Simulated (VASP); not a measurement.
Set up this calculation in VASP 6.6.1, as the native input.

```
Task                   : single point
Functional             : PBE
Potentials or basis    : VASP PAW PBE potentials, release 64 (Fe)
Cutoff                 : 600 eV
k mesh                 : 13 × 13 × 7
Occupations            : fermi-dirac, width 0.05 eV
Spin                   : no spin polarisation
Dipole correction      : no
Further INCAR settings : ALGO = Normal; EDIFF = 1e-06; NBANDS = 15; ISYM = 0
```

The structure of Fe lies in POSCAR:

```
Fe
1.0
    0.0000000000      1.7695000000      1.7695000000
    1.7695000000      0.0000000000      1.7695000000
    3.5390000000      3.5390000000      0.0000000000
Fe
2
Direct
    0.0000000000      0.0000000000      0.0000000000
    0.0000000000      0.0000000000      0.5000000000
```

This isn't the form of Fe at room conditions, which is bcc.

The input as run:

INCAR

```
PREC     = Accurate       # precision mode
ENCUT    = 600            # plane-wave cutoff, eV
EDIFF    = 1E-6           # SCF threshold, eV
ISMEAR   = -1             # smearing method
SIGMA    = 0.05           # smearing width, eV
LREAL    = F              # projectors in reciprocal space
LASPH    = T              # aspherical terms in the spheres
NELM     = 120            # most SCF steps
ALGO     = Normal         # electronic algorithm
ISIF     = 2              # what is computed and relaxed
LWAVE    = F              # write WAVECAR
LCHARG   = F              # write CHGCAR
GGA      = PE             # functional
ISYM     = 0            
NBANDS   = 15             # bands
GGA_COMPAT= F
```

KPOINTS

```
Automatic mesh
0
Gamma
  13 13 7
```

Potentials or basis: VASP PAW PBE potentials, release 64 (Fe).

Launch:

```bash
$ cat potpaw_PBE.64/Fe/POTCAR > POTCAR
$ mpirun -np 1 vasp_std > vasp.out
```

It gave:

The pressure is -18.7 GPa. The band gap on the k mesh is zero (bands 8 and 9 overlap by 1.40 eV).

Caveat: the cell stands under tension; the run has no spin polarisation, though such a crystal can be magnetic.

It took 4.5 min on 1 thread of Intel Xeon 8259CL, on a shared host, peak memory 0.32 GiB.
